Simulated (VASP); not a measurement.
Write the native input for VASP 6.6.1 that does the following.

| Quantity | Value |
| --- | --- |
| Task | single point |
| Functional | PBE |
| Potentials or basis | VASP PAW PBE potentials, release 64 (Zr_sv, Hf_pv, Se) |
| Cutoff | 500 eV |
| k mesh | 3 × 3 × 3 |
| Occupations | gaussian, width 0.15 eV |
| Spin | no spin polarisation |
| Dipole correction | no |
| Further INCAR settings | ALGO = Normal; EDIFF = 1e-06; NBANDS = 28 |

The structure of HfZrSe3 lies in POSCAR:

```
HfZrSe3
1.0
    5.1115355884      0.0000000000      0.0000000000
    0.0000000000      5.1115355884      0.0000000000
    0.0000000000      0.0000000000      5.1115355884
Zr Hf Se
1 1 3
Direct
    0.5000000000      0.5000000000      0.5000000000
    0.0000000000      0.0000000000      0.0000000000
    0.5000000000      0.5000000000      0.0000000000
    0.0000000000      0.5000000000      0.5000000000
    0.5000000000      0.0000000000      0.5000000000
```

The input as run:

INCAR

```
SYSTEM = HfZrSe3
ALGO = Normal
EDIFF = 1E-6
ENCUT = 500
GGA = PE
GGA_COMPAT = .FALSE.
ISIF = 2
ISMEAR = 0
LASPH = .TRUE.
LCHARG = .TRUE.
LELF = .TRUE.
LREAL = .FALSE.
LVHAR = .TRUE.
LWAVE = .FALSE.
NBANDS = 28
NELM = 120
PREC = Accurate
SIGMA = 0.15
```

KPOINTS

```
k-points
0
G
  3 3 3
  0 0 0
```

Potentials or basis: VASP PAW PBE potentials, release 64 (Zr_sv, Hf_pv, Se).

Launch:

```sh
$ cat potpaw_PBE.64/Zr_sv/POTCAR potpaw_PBE.64/Hf_pv/POTCAR potpaw_PBE.64/Se/POTCAR > POTCAR
$ mpirun -np 1 vasp_std > vasp.out
```

Results of the run:

* Pressure: -0.4 GPa
* Band gap on the k mesh: zero (band 20 reaches 4.66 eV, above the bottom of band 21 at 3.91 eV)

Caveat: the k points lie up to 0.41 Å⁻¹ apart; spin-orbit coupling is left out, which moves the levels of the heavy elements.

It took 54 s on 1 thread of Intel Xeon 8259CL, on a shared host, peak memory 0.24 GiB.
